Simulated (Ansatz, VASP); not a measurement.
Two plane-wave programs on CdHgS2

```
CELL_PARAMETERS angstrom
4.11094 0.00000 0.00000
0.00000 4.11094 0.00000
0.00000 0.00000 5.81375
ATOMIC_POSITIONS crystal
Cd 0.00000 0.00000 0.00000
Hg 0.50000 0.50000 0.50000
S 0.50000 0.00000 0.25000
S 0.00000 0.50000 0.75000
```

Alike in both runs: task relaxation of cell and atoms; functional PBE; k mesh 4 × 4 × 4; occupations gaussian, width 0.1 eV; no spin polarisation.

|  | VASP | Ansatz |
| --- | --- | --- |
| version | VASP 6.6.1 | Ansatz 0.2.0 |
| potentials or method | VASP PAW PBE potentials, release 64 (Cd, Hg, S), cutoff 600 eV | scalar-relativistic, plane waves, PAW |
| valence electrons in the cell | 36 | 52 |

```tsv
	VASP	Ansatz	Ansatz less VASP
gap on the k mesh at the Fermi level, each at its own relaxed structure (eV)	0.21	0.22	+0.012
relaxed volume (Å³/atom)	26.63	26.46	-0.170
relaxed cell length with the largest relative difference (Å)	4.230	4.221	-0.0090
```

VASP's potentials hold 36 valence electrons a cell and Ansatz's 52, so a difference there can come from the potentials and not from the codes.

Neither program's run includes spin-orbit coupling.
